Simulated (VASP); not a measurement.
# ZnS (P6_3mc) in VASP: a series of runs, part 2 of 2

VASP 6.6.1. Earlier steps stand in the parts before.

## 4. Single point, r2SCAN (strain +0.030 along x and y, -0.015 along z)

POSCAR

```
ZnS
1.0
    3.9229990227      0.0000000000      0.0000000000
   -1.9614995113      3.3974168126      0.0000000000
    0.0000000000      0.0000000000     12.2794681660
Zn S
4 4
Direct
    0.0000000000      0.0000000000      0.0001143924
    0.0000000000      0.0000000000      0.5001143924
    0.3333333333      0.6666666667      0.2500706174
    0.6666666667      0.3333333333      0.7500706174
    0.0000000000      0.0000000000      0.1872361436
    0.0000000000      0.0000000000      0.6872361436
    0.3333333333      0.6666666667      0.4375788466
    0.6666666667      0.3333333333      0.9375788466
```

INCAR.step1

```
SYSTEM = ZnS
PREC     = Accurate       ! precision mode
ENCUT    = 520            ! plane-wave cutoff, eV
ISMEAR   = 0              ! smearing method
SIGMA    = 0.05           ! smearing width, eV
LREAL    = .False.        ! projectors in reciprocal space
LASPH    = .True.         ! aspherical terms in the spheres
NELM     = 60             ! most SCF steps
NBANDS   = 46             ! bands
GGA      = PE             ! functional
ALGO     = Normal         ! electronic algorithm
EDIFF    = 1E-4           ! SCF threshold, eV
LWAVE    = .True.         ! write WAVECAR
LCHARG   = .False.        ! write CHGCAR
```

INCAR.step2

```
SYSTEM = ZnS
PREC     = Accurate       ! precision mode
ENCUT    = 520            ! plane-wave cutoff, eV
EDIFF    = 1E-6           ! SCF threshold, eV
ISMEAR   = 0              ! smearing method
SIGMA    = 0.05           ! smearing width, eV
LREAL    = .False.        ! projectors in reciprocal space
LASPH    = .True.         ! aspherical terms in the spheres
NELM     = 60             ! most SCF steps
ALGO     = Normal         ! electronic algorithm
ISIF     = 2              ! what is computed and relaxed
LWAVE    = .False.        ! write WAVECAR
LCHARG   = .True.         ! write CHGCAR
METAGGA  = R2SCAN         ! meta-GGA
LMIXTAU  = .True.       
LELF     = .True.         ! ELF
LVHAR    = .True.       
NBANDS   = 46             ! bands
ISTART   = 1
```

KPOINTS

```
regular mesh
0
Gamma
  6 6 2
  0 0 0
```

Potentials or basis: VASP PAW PBE potentials, release 64 (Zn, S).

Command:

```
> cat potpaw_PBE.64/Zn/POTCAR potpaw_PBE.64/S/POTCAR > POTCAR
> cp INCAR.step1 INCAR
> mpirun -np 1 vasp_std > vasp.out
> cp INCAR.step2 INCAR
> mpirun -np 1 vasp_std > vasp.out
```

OUTCAR:

```text
SYSTEM = ZnS
   PREC = Accurate
   ENCUT = 520
   EDIFF = 1E-6
   ISMEAR = 0
   LREAL = .False.
   LASPH = .True.
   NELM = 60
   ISIF = 2
   METAGGA = R2SCAN
   ISTART = 1

 ion  position               nearest neighbor table
   1  0.000  0.000  0.000-   5 2.30   8 2.39   8 2.39   8 2.39
   2  0.000  0.000  0.500-   6 2.30   7 2.39   7 2.39   7 2.39
   3  0.333  0.667  0.250-   7 2.30   5 2.39   5 2.39   5 2.39
   4  0.667  0.333  0.750-   8 2.30   6 2.39   6 2.39   6 2.39
   5  0.000  0.000  0.187-   1 2.30   3 2.39   3 2.39   3 2.39
   6  0.000  0.000  0.687-   2 2.30   4 2.39   4 2.39   4 2.39
   7  0.333  0.667  0.438-   3 2.30   2 2.39   2 2.39   2 2.39
   8  0.667  0.333  0.938-   4 2.30   1 2.39   1 2.39   1 2.39
[... 889 lines left out ...]
  in kB      -48.5273220    -48.5273219     10.9558353     -0.0000000      0.0000000      0.0000000
  external PRESSURE =     -28.6996029 kB  Pullay stress =       0.0000000 kB

 VOLUME and BASIS-vectors are now :
 -----------------------------------------------------------------------------
  energy-cutoff  :      520.00
  volume of cell :      163.66
      direct lattice vectors                 reciprocal lattice vectors
     3.922999023  0.000000000  0.000000000     0.254907022  0.147170638  0.000000000
    -1.961499511  3.397416813  0.000000000     0.000000000  0.294341276  0.000000000
     0.000000000  0.000000000 12.279468166     0.000000000  0.000000000  0.081436752

 POSITION                                       TOTAL-FORCE (eV/Angst)
 -----------------------------------------------------------------------------------
      0.00000      0.00000      0.00140        -0.000000      0.000000     -0.276584
      0.00000      0.00000      6.14114         0.000000     -0.000000     -0.276584
     -0.00000      2.26494      3.07073        -0.000000     -0.000000     -0.263042
      1.96150      1.13247      9.21047         0.000000      0.000000     -0.263042
      0.00000      0.00000      2.29916        -0.000000      0.000000      0.265378
      0.00000      0.00000      8.43889        -0.000000      0.000000      0.265378
     -0.00000      2.26494      5.37324        -0.000000      0.000000      0.274248
      1.96150      1.13247     11.51297        -0.000000     -0.000000      0.274248
 -----------------------------------------------------------------------------------
    total drift:                               -0.000000     -0.000000      0.047016

  FREE ENERGIE OF THE ION-ELECTRON SYSTEM (eV)
  ---------------------------------------------------
  free  energy   TOTEN  =       -75.2930521366 eV

  energy  without entropy=      -75.2930521366  energy(sigma->0) =      -75.29305214
```

Wall time 4 min (1 thread of Intel Xeon 6975P-C (Granite Rapids), shared host); peak memory 0.34 GiB.

Results:

```yaml
Free_energy: -75.2931 eV
Pressure: -2.9 GPa
Largest_force: 0.277 eV/Å
Band_gap_on_the_k_mesh: 2.50 eV
```

Forces in eV/Å, atoms in the order of the input:
```
Zn   0.000  0.000 -0.277
Zn   0.000  0.000 -0.277
Zn   0.000  0.000 -0.263
Zn   0.000  0.000 -0.263
S    0.000  0.000  0.265
S    0.000  0.000  0.265
S    0.000  0.000  0.274
S    0.000  0.000  0.274
```

Stress tensor (GPa, compression positive):
```
-4.85  0.00  0.00
 0.00 -4.85  0.00
 0.00  0.00  1.10
```

Caveat: the cell differs from its parent crystal (strain +0.030 along x and y, -0.015 along z); the PAW data sets were made with another functional, which shifts forces and pressure a little.

## 5. Single point, r2SCAN (strain +0.015 along x and y, +0.015 along z)

Edit POSCAR of step 4 so:

```diff
@@ -2,5 +2,5 @@
 1.0
-    3.9229990227      0.0000000000      0.0000000000
-   -1.9614995113      3.3974168126      0.0000000000
-    0.0000000000      0.0000000000     12.2794681660
+    3.8658679689      0.0000000000      0.0000000000
+   -1.9329339845      3.3479398688      0.0000000000
+    0.0000000000      0.0000000000     12.6534621202
 Zn S
```

INCAR.step1

```
ALGO = Normal ; EDIFF = 1E-4
ENCUT = 520 ; GGA = PE
ISMEAR = 0 ; LASPH = T
LCHARG = F ; LREAL = F
LWAVE = T ; NBANDS = 46
NELM = 100 ; PREC = Accurate
SIGMA = 0.05
```

INCAR.step2

```
ALGO = Normal ; EDIFF = 1E-6
ENCUT = 520 ; ISIF = 2
ISMEAR = 0 ; ISTART = 1
LASPH = T ; LCHARG = T
LELF = T ; LMIXTAU = T
LREAL = F ; LVHAR = T
LWAVE = F ; METAGGA = R2SCAN
NBANDS = 46 ; NELM = 100
PREC = Accurate ; SIGMA = 0.05
```

KPOINTS

```
k-points
0
Gamma
  6 6 2
```

Potentials or basis: VASP PAW PBE potentials, release 64 (Zn, S).

Command:

```
> cat potpaw_PBE.64/Zn/POTCAR potpaw_PBE.64/S/POTCAR > POTCAR
> cp INCAR.step1 INCAR
> mpirun -np 1 vasp_std > vasp.out
> cp INCAR.step2 INCAR
> mpirun -np 1 vasp_std > vasp.out
```

OUTCAR:

```text
EDIFF = 1E-6
   ENCUT = 520
   ISIF = 2
   ISMEAR = 0
   ISTART = 1
   LASPH = T
   LREAL = F
   METAGGA = R2SCAN
   NELM = 100
   PREC = Accurate

 ion  position               nearest neighbor table
   1  0.000  0.000  0.000-   5 2.37   8 2.37   8 2.37   8 2.37
   2  0.000  0.000  0.500-   6 2.37   7 2.37   7 2.37   7 2.37
   3  0.333  0.667  0.250-   5 2.37   5 2.37   5 2.37   7 2.37
   4  0.667  0.333  0.750-   6 2.37   6 2.37   6 2.37   8 2.37
   5  0.000  0.000  0.187-   1 2.37   3 2.37   3 2.37   3 2.37
   6  0.000  0.000  0.687-   2 2.37   4 2.37   4 2.37   4 2.37
   7  0.333  0.667  0.438-   2 2.37   2 2.37   2 2.37   3 2.37
   8  0.667  0.333  0.938-   1 2.37   1 2.37   1 2.37   4 2.37

  LATTYP: Found a hexagonal cell.
 ALAT       =     3.8658679689
 C/A-ratio  =     3.2731231956

  Lattice vectors:

 A1 = (   3.8658679689,   0.0000000000,   0.0000000000)
 A2 = (  -1.9329339845,   3.3479398688,   0.0000000000)
 A3 = (   0.0000000000,   0.0000000000,  12.6534621202)

Analysis of symmetry for initial positions (statically):
=====================================================================
 Subroutine PRICEL returns:
 Original cell was already a primitive cell.

 Routine SETGRP: Setting up the symmetry group for a
 hexagonal supercell.

 Subroutine GETGRP returns: Found 12 space group operations
 (whereof  6 operations were pure point group operations)
 out of a pool of 24 trial point group operations.

The static configuration has the point symmetry C_3v.
 The point group associated with its full space group is C_6v.

Analysis of symmetry for dynamics (positions and initial velocities):
=====================================================================
 Subroutine PRICEL returns:
 Original cell was already a primitive cell.

 Routine SETGRP: Setting up the symmetry group for a
 hexagonal supercell.

 Subroutine GETGRP returns: Found 12 space group operations
 (whereof  6 operations were pure point group operations)
 out of a pool of 24 trial point group operations.

The dynamic configuration has the point symmetry C_3v.
 The point group associated with its full space group is C_6v.

 Subroutine INISYM returns: Found 12 space group operations
 (whereof  6 operations are pure point group operations),
 and found     1 'primitive' translations

----------------------------------------------------------------------------------------

                                     Primitive cell

  volume of cell :     163.7699

  direct lattice vectors                    reciprocal lattice vectors
     3.865867969  0.000000000  0.000000000     0.258674121  0.149345574  0.000000000
    -1.932933984  3.347939869  0.000000000     0.000000000  0.298691147  0.000000000
     0.000000000  0.000000000 12.653462120     0.000000000  0.000000000  0.079029754

  length of vectors
     3.865867969  3.865867969 12.653462120     0.298691147  0.298691147  0.079029754

  position of ions in fractional coordinates (direct lattice)
     0.000000000  0.000000000  0.000114392
     0.000000000  0.000000000  0.500114392
     0.333333333  0.666666667  0.250070617
     0.666666667  0.333333333  0.750070617
     0.000000000  0.000000000  0.187236144
[... 52 lines left out ...]
  0.333333  0.000000  0.500000      6.000000
  0.500000  0.000000  0.500000      3.000000
  0.166667  0.166667  0.500000      6.000000
  0.333333  0.166667  0.500000     12.000000
  0.333333  0.333333  0.500000      2.000000
   k-points           NKPTS =     14   k-points in BZ     NKDIM =     14   number of bands    NBANDS=     46
   number of dos      NEDOS =    301   number of ions     NIONS =      8
   total plane-waves  NPLWV =  86400
   dimension x,y,z NGX =    30 NGY =   30 NGZ =   96
   dimension x,y,z NGXF=    60 NGYF=   60 NGZF=  192
   ions per type =               4   4
   NGX,Y,Z   is equivalent  to a cutoff of  12.90, 12.90, 12.61 a.u.
   NGXF,Y,Z  is equivalent  to a cutoff of  25.80, 25.80, 25.23 a.u.
 SYSTEM =  unknown system
   PREC   = accura    normal or accurate (medium, high low for compatibility)
   ISTART =      1    job   : 0-new  1-cont  2-samecut
   ICHARG =      0    charge: 1-file 2-atom 10-const
   ISPIN  =      1    spin polarized calculation?
   LNONCOLLINEAR =      F non collinear calculations
   LSORBIT =      F    spin-orbit coupling
   LASPH  =      T    aspherical Exc in radial PAW
   ENCUT  =  520.0 eV  38.22 Ry    6.18 a.u.   7.19  7.19 23.53*2*pi/ulx,y,z
   NELM   =    100;   NELMIN=  2; NELMDL=  0     # of ELM steps
   EDIFF  = 0.1E-05   stopping-criterion for ELM
   LREAL  =      F    real-space projection
   EDIFFG = 0.1E-04   stopping-criterion for IOM
   NSW    =      0    number of steps for IOM
   IBRION =     -1    ionic relax: 0-MD 1-quasi-New 2-CG
   NFREE  =      0    steps in history (QN), initial steepest desc. (CG)
   ISIF   =      2    stress and relaxation
   ISYM   =      2    0-nonsym 1-usesym 2-fastsym
   POTIM  = 0.5000    time-step for ionic-motion
   TEBEG  =    0.0;   TEEND  =   0.0 temperature during run
   PSTRESS=    0.0 pullay stress
   NELECT =      72.0000    total number of electrons
   NUPDOWN=      -1.0000    fix difference up-down
   EMIN   =  10.00;   EMAX   =-10.00  energy-range for DOS
   EFERMI =   0.00;   METHOD = LEGACY
   ISMEAR =     0;   SIGMA  =   0.05  broadening in eV -4-tet -1-fermi 0-gaus
   EFERMI_NEDOS =   21; number of points for ismear=-14 and -15
   IALGO  =     38    algorithm
   IMIX   =      4    mixing-type and parameters
     AMIX     =   0.40;   BMIX     =  1.00
     AMIX_MAG =   1.60;   BMIX_MAG =  1.00
  volume/ion in A,a.u.               =      20.47       138.15
  Fermi-wavevector in a.u.,A,eV,Ry     =   1.244823  2.352375 21.083379  1.549585
  Thomas-Fermi vector in A             =   2.379073
   LORBIT       =      0    0 simple, 1 ext, 2 COOP (PROOUT), +10 PAW based schemes
   METAGGA = R2SCAN    functional components
   LHFCALC =     F    Hartree Fock is set to
   AEXX    =    0.0000 exact exchange contribution
   IVDW    =     0    specifies the selected vdW correction
   LEPSILON=     F    determine dielectric tensor
   LRPA    =     F    only Hartree local field effects (RPA)
 non-spin polarized calculation
 Gauss-broadening in eV      SIGMA  =   0.05
  energy-cutoff  :      520.00
  volume of cell :      163.77
 maximum number of plane-waves:      4424
 NGX is ok and might be reduce to    30
   NGX = 15   NGY = 15   NGZ = 47

 number of electron      72.0000058 magnetization

 Free energy of the ion-electron system (eV)
  ---------------------------------------------------
  ext. energy  EPLUGINS =         0.00000000
  ---------------------------------------------------
  free energy    TOTEN  =       -75.37939145 eV

  energy without entropy =      -75.37939145  energy(sigma->0) =      -75.37939145

 E-fermi :   1.7432     XC(G=0): -10.0939

 val. band max:        1.5014167907   @ k =   0.0000   0.0000   0.0000
 cond. band min:       4.0416383098   @ k =   0.0000   0.0000   0.0000
 fundamental gap:      2.5402215190
 Fermi energy:         1.7432351342

 k-point     1 :       0.0000    0.0000    0.0000
  band No.  band energies     occupation
      1     -11.9264      2.00000
      2     -11.5282      2.00000
      3     -11.5170      2.00000
      4     -11.0472      2.00000
      5      -4.8626      2.00000
      6      -4.8561      2.00000
[... 675 lines left out ...]
     45       9.4561      0.00000
     46       9.4561      0.00000

------------------------ aborting loop because EDIFF is reached ----------------------------------------

  FORCE on cell =-STRESS in cart. coord.  units (eV):
  Direction    XX          YY          ZZ          XY          YZ          ZX
  --------------------------------------------------------------------------------------
  -------------------------------------------------------------------------------------
  Total       -3.2177609     -3.2177610     -3.2533961      0.0000000      0.0000000     -0.0000000
  in kB      -31.4796810    -31.4796810    -31.8283029      0.0000000      0.0000000     -0.0000000
  external PRESSURE =     -31.5958883 kB  Pullay stress =       0.0000000 kB

 VOLUME and BASIS-vectors are now :
 -----------------------------------------------------------------------------
  energy-cutoff  :      520.00
  volume of cell :      163.77
      direct lattice vectors                 reciprocal lattice vectors
     3.865867969  0.000000000  0.000000000     0.258674121  0.149345574  0.000000000
    -1.932933984  3.347939869  0.000000000     0.000000000  0.298691147  0.000000000
     0.000000000  0.000000000 12.653462120     0.000000000  0.000000000  0.079029754

 POSITION                                       TOTAL-FORCE (eV/Angst)
 -----------------------------------------------------------------------------------
      0.00000      0.00000      0.00145         0.000000     -0.000000     -0.017752
      0.00000      0.00000      6.32818        -0.000000      0.000000     -0.017752
     -0.00000      2.23196      3.16426        -0.000000      0.000000     -0.013531
      1.93293      1.11598      9.49099         0.000000      0.000000     -0.013531
      0.00000      0.00000      2.36919         0.000000     -0.000000      0.016268
      0.00000      0.00000      8.69592        -0.000000      0.000000      0.016268
     -0.00000      2.23196      5.53689         0.000000     -0.000000      0.015016
      1.93293      1.11598     11.86362        -0.000000      0.000000      0.015016
 -----------------------------------------------------------------------------------
    total drift:                                0.000000      0.000000     -0.101109

  FREE ENERGIE OF THE ION-ELECTRON SYSTEM (eV)
  ---------------------------------------------------
  free  energy   TOTEN  =       -75.3793914542 eV

  energy  without entropy=      -75.3793914542  energy(sigma->0) =      -75.37939145
```

Wall time 3.1 min (1 thread of Intel Xeon 6975P-C (Granite Rapids), shared host); peak memory 0.34 GiB.

Results:

```
Free energy            : -75.3794 eV
Pressure               : -3.2 GPa
Largest force          : 0.018 eV/Å
Band gap on the k mesh : 2.54 eV
```

Forces on the atoms (eV/Å):
```
Zn   0.000  0.000 -0.018
Zn   0.000  0.000 -0.018
Zn   0.000  0.000 -0.014
Zn   0.000  0.000 -0.014
S    0.000  0.000  0.016
S    0.000  0.000  0.016
S    0.000  0.000  0.015
S    0.000  0.000  0.015
```

Caveat: the cell differs from its parent crystal (strain +0.015 along x and y, +0.015 along z); the cell stands under tension; the PAW data sets were made with another functional, which shifts forces and pressure a little.

## 6. Single point, r2SCAN (strain +0.030 along x and y, +0.000 along z)

Edit POSCAR of step 5 so:

```diff
@@ -2,5 +2,5 @@
 1.0
-    3.8658679689      0.0000000000      0.0000000000
-   -1.9329339845      3.3479398688      0.0000000000
-    0.0000000000      0.0000000000     12.6534621202
+    3.9229990227      0.0000000000      0.0000000000
+   -1.9614995113      3.3974168126      0.0000000000
+    0.0000000000      0.0000000000     12.4664651431
 Zn S
```

INCAR.step1

```
SYSTEM = ZnS
ALGO     = Normal         ! electronic algorithm
EDIFF    = 1E-4           ! SCF threshold, eV
ENCUT    = 520            ! plane-wave cutoff, eV
GGA      = PE             ! functional
ISMEAR   = 0              ! smearing method
LASPH    = .TRUE.         ! aspherical terms in the spheres
LCHARG   = .FALSE.        ! write CHGCAR
LREAL    = .FALSE.        ! projectors in reciprocal space
LWAVE    = .TRUE.         ! write WAVECAR
NBANDS   = 46             ! bands
NELM     = 80             ! most SCF steps
PREC     = Accurate       ! precision mode
SIGMA    = 0.05           ! smearing width, eV
```

INCAR.step2

```
SYSTEM = ZnS
ALGO     = Normal         ! electronic algorithm
EDIFF    = 1E-6           ! SCF threshold, eV
ENCUT    = 520            ! plane-wave cutoff, eV
ISIF     = 2              ! what is computed and relaxed
ISMEAR   = 0              ! smearing method
ISTART   = 1            
LASPH    = .TRUE.         ! aspherical terms in the spheres
LCHARG   = .FALSE.        ! write CHGCAR
LMIXTAU  = .TRUE.       
LREAL    = .FALSE.        ! projectors in reciprocal space
LWAVE    = .FALSE.        ! write WAVECAR
METAGGA  = R2SCAN         ! meta-GGA
NBANDS   = 46             ! bands
NELM     = 80             ! most SCF steps
PREC     = Accurate       ! precision mode
SIGMA    = 0.05           ! smearing width, eV
```

KPOINTS

```
k-points
0
G
  6 6 2
  0 0 0
```

Potentials or basis: VASP PAW PBE potentials, release 64 (Zn, S).

Command:

```
> cat potpaw_PBE.64/Zn/POTCAR potpaw_PBE.64/S/POTCAR > POTCAR
> cp INCAR.step1 INCAR
> mpirun -np 1 vasp_std > vasp.out
> cp INCAR.step2 INCAR
> mpirun -np 1 vasp_std > vasp.out
```

Wall time 3.6 min (1 thread of Intel Xeon 6975P-C (Granite Rapids), shared host); peak memory 0.35 GiB.

The run converged. Its results:

- Free energy: -75.2884 eV
- Pressure: -4.0 GPa
- Largest force: 0.161 eV/Å
- Band gap on the k mesh: 2.46 eV

Forces in eV/Å, atoms in the order of the input:
```
Zn   0.000  0.000 -0.161
Zn   0.000  0.000 -0.161
Zn   0.000  0.000 -0.150
Zn   0.000  0.000 -0.150
S    0.000  0.000  0.153
S    0.000  0.000  0.153
S    0.000  0.000  0.158
S    0.000  0.000  0.158
```

Stress tensor (GPa, compression positive):
```
-5.19  0.00  0.00
 0.00 -5.19  0.00
 0.00  0.00 -1.56
```

Levels at points of the mesh, in eV from the valence-band top:
| k point | band 34 | band 35 | band 36 | band 37 | band 38 | band 39 |
| --- | --- | --- | --- | --- | --- | --- |
| (0.00, 0.00, 0.00) | -0.05 | -0.05 | 0.00 | 2.46 | 3.39 | 3.62 |
| (0.50, 0.00, 0.00) | -1.43 | -1.01 | -0.81 | 3.73 | 3.80 | 4.07 |
| (0.00, 0.00, 0.50) | -0.20 | -0.20 | -0.20 | 3.25 | 3.25 | 3.54 |
| (0.50, 0.00, 0.50) | -1.41 | -1.05 | -1.05 | 4.04 | 4.04 | 4.41 |

Caveat: the cell differs from its parent crystal (strain +0.030 along x and y, +0.000 along z); the cell stands under tension; the PAW data sets were made with another functional, which shifts forces and pressure a little.

## 7. Summary

| cell | gap on the mesh (eV) | pressure (GPa) | largest force (eV/Å) |
| --- | --- | --- | --- |
| a = 3.809, b = 3.809, c = 12.840 Å, angles 90.0, 90.0, 120.0°, 8 atoms | 2.54 | -2.1 | 0.14 |
| a = 3.866, b = 3.866, c = 12.466 Å, angles 90.0, 90.0, 120.0°, 8 atoms | 2.62 | -2.1 | 0.10 |
| a = 3.923, b = 3.923, c = 12.279 Å, angles 90.0, 90.0, 120.0°, 8 atoms | 2.50 | -2.9 | 0.28 |
| a = 3.866, b = 3.866, c = 12.653 Å, angles 90.0, 90.0, 120.0°, 8 atoms | 2.54 | -3.2 | 0.02 |
| a = 3.923, b = 3.923, c = 12.466 Å, angles 90.0, 90.0, 120.0°, 8 atoms | 2.46 | -4.0 | 0.16 |

Alike in all rows: task single point; level r2SCAN; potentials or basis VASP PAW PBE potentials, release 64 (Zn, S); no spin polarisation; k mesh 6 × 6 × 2; cutoff (eV) 520; smearing gaussian 0.05 eV.

Caveats: the PAW data sets were made with another functional, which shifts forces and pressure a little; the cell stands under tension (at least some runs).

Absolute energies hang on the potentials; compare differences alone.
